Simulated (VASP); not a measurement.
Runs of VASP 6.6.1 on Sb. The structure is that of space group I4/mmm (No. 139), or close to it. The cells are those of the table. 

| cell | gap on the mesh (eV) | pressure (GPa) |
| --- | --- | --- |
| a = 3.659, b = 3.659, c = 2.988 Å, angles 65.9, 65.9, 48.2°, 1 atom | none | (a) |
| a = 3.313, b = 3.313, c = 3.448 Å, angles 58.6, 58.6, 62.7°, 1 atom | none | -2.3 |
| a = 3.415, b = 3.415, c = 3.249 Å, angles 61.6, 61.6, 56.8°, 1 atom | none | -2.1 |
| a = 3.563, b = 3.563, c = 3.073 Å, angles 64.5, 64.5, 51.1°, 1 atom | none | -0.5 |
| a = 3.267, b = 3.267, c = 3.643 Å, angles 56.1, 56.1, 67.8°, 1 atom | none | (b) |

Alike in all rows: task single point; level LDA; potentials or basis VASP PAW LDA potentials, release 64 (Sb); no spin polarisation; k mesh 20 × 20 × 20; cutoff (eV) 520; smearing gaussian 0.15 eV.

Problem. Fill in the values left out.

Solution. (a) 1.2; (b) -2.7.

Caveats: spin-orbit coupling is left out, which moves the levels of the heavy elements.

A k mesh can miss the band edges, and the runs leave out spin-orbit coupling on Sb.

A gap of «none» marks levels without a gap at the run's occupations.
